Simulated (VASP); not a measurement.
BN, 2 atoms in the cell. It takes space group F-43m (No. 216, cubic). Conventional cell: a = 3.626 Å, b = 3.626 Å, c = 3.626 Å, α = 90.00°, β = 90.00°, γ = 90.00°. Within 2.1 Å of N (site symmetry -43m) lie 4 B at 1.57 Å. B (site symmetry -43m) has 4 N at 1.57 Å within 2.1 Å. 

```yaml
Program: VASP 6.6.1
Task: single point
Functional: PBEsol
Potentials_or_basis: VASP PAW PBE potentials, release 64 (N, B)
Cutoff: 520 eV
k_mesh: 13 × 13 × 13
Occupations: fermi-dirac, width 0.05 eV
Spin: no spin polarisation
Dipole_correction: no
Further_INCAR_settings: ALGO = Normal; EDIFF = 1e-06; NBANDS = 11
```

Potentials or basis: VASP PAW PBE potentials, release 64 (N, B).

Launch:

```console
$ cat potpaw_PBE.64/N/POTCAR potpaw_PBE.64/B/POTCAR > POTCAR
$ mpirun -np 1 vasp_std > vasp.out
```

Hardware: 1 thread of AMD EPYC 7R13 Processor (Zen 3), with other jobs on the host.

Problem. How long does it take, and how much memory?

Solution. Run time: 13 s on 1 thread of AMD EPYC 7R13 Processor (Zen 3), on a shared host, peak memory 0.09 GiB. Counts: scf iterations 12, k points 84.
